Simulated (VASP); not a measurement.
**Sn: single point with LDA**

The system is Sn.

```xyz
1
Lattice="-1.8819 1.8819 1.8819 1.8819 -1.8819 1.8819 1.8819 1.8819 -1.8819" Properties=species:S:1:pos:R:3 pbc="T T T"
Sn    0.0000    0.0000    0.0000
```

This cell differs from its parent crystal: volume scaled by 0.98.

```
Program                : VASP 6.6.1
Task                   : single point
Functional             : LDA
Potentials or basis    : VASP PAW LDA potentials, release 64 (Sn_d)
Cutoff                 : 520 eV
k mesh                 : 10 × 10 × 10
Occupations            : fermi-dirac, width 0.05 eV
Spin                   : no spin polarisation
Dipole correction      : no
Further INCAR settings : ALGO = Fast; EDIFF = 1e-06; NBANDS = 13
```

- Pressure: -2.6 GPa
- Band gap on the k mesh: zero (band 7 reaches 16.06 eV, above the bottom of band 8 at 5.74 eV)

Levels at points of the mesh, in eV from the Fermi level:
```csv
k point,band 4,band 5,band 6,band 7,band 8,band 9,band 10,band 11
"(0.00, 0.00, 0.00)",-21.28,-21.28,-11.21,8.04,8.04,8.04,12.29,12.29
"(0.50, 0.00, 0.00)",-21.29,-21.20,-6.46,-4.45,3.64,5.51,8.17,8.46
"(0.50, 0.50, 0.50)",-21.22,-21.22,-2.46,-0.48,-0.48,-0.48,3.99,3.99
```

Wall time 35 s on 1 thread of AMD EPYC 7R13, on a shared host, peak memory 0.1 GiB.

Caveat: spin-orbit coupling is left out, which moves the levels of the heavy elements.
